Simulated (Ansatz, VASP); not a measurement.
## One calculation of CsIr3, two programs

```xyz
4
Lattice="4.1764 0.0000 0.0000 0.0000 4.1764 0.0000 0.0000 0.0000 4.1764" Properties=species:S:1:pos:R:3 pbc="T T T"
Cs    0.0000    0.0000    0.0000
Ir    0.0000    2.0882    2.0882
Ir    2.0882    0.0000    2.0882
Ir    2.0882    2.0882    0.0000
```

Alike in both runs: functional PBE; k mesh 12 × 12 × 12; occupations gaussian, width 0.1 eV; no spin polarisation.

Ansatz relaxed the structure, and its values are those at the end. VASP's run is a single point on that final structure, the one shown.

```csv
,VASP,Ansatz
version,VASP 6.6.1,Ansatz 0.2.0
potentials or method,"VASP PAW PBE potentials, release 64 (Cs_sv, Ir), cutoff 520 eV","scalar-relativistic, plane waves, PAW"
valence electrons in the cell,36,60
```

```tsv
	VASP	Ansatz	Ansatz less VASP
gap on the k mesh at the Fermi level (eV)	none	none	-
pressure (GPa)	2.4	0.0	-2.38
```

A gap of «none» marks a metal or a gap that the smearing closes. VASP's potentials hold 36 valence electrons a cell and Ansatz's 60, so a difference there can come from the potentials and not from the codes.

Spin-orbit coupling is off throughout.
